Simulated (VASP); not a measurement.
PbS (Galena), 2 atoms in the cell. Symmetry: Fm-3m, No. 225, cubic system. Conventional cell: a = 5.810 Å, b = 5.810 Å, c = 5.810 Å, α = 90.00°, β = 90.00°, γ = 90.00°. Pb (site symmetry m-3m) has 6 S at 2.91 Å within 3.8 Å. Within 3.8 Å of S (site symmetry m-3m) lie 6 Pb at 2.91 Å. 

* Program: VASP 6.6.1
* Task: single point
* Functional: r2SCAN
* Dispersion: rVV10
* Potentials or basis: VASP PAW PBE potentials, release 64 (Pb_d, S)
* Cutoff: 520 eV
* k mesh: 8 × 8 × 8
* Occupations: fermi-dirac, width 0.05 eV
* Spin: no spin polarisation
* Dipole correction: no
* Further INCAR settings: ALGO = Normal; EDIFF = 1e-06; NBANDS = 17

Potentials or basis: VASP PAW PBE potentials, release 64 (Pb_d, S).

Command:

```bash
$ cat potpaw_PBE.64/Pb_d/POTCAR potpaw_PBE.64/S/POTCAR > POTCAR
$ cp INCAR.step1 INCAR
$ mpirun -np 1 vasp_std > vasp.out
$ cp INCAR.step2 INCAR
$ mpirun -np 1 vasp_std > vasp.out
```

Hardware: 1 thread of Intel(R) Xeon(R) 6975P-C (Granite Rapids), with other jobs on the host.

Q: How long does it take, and how much memory?

A: Wall time 62 s on 1 thread of Intel(R) Xeon(R) 6975P-C (Granite Rapids), on a shared host, peak memory 0.32 GiB. Counts: k points 29.
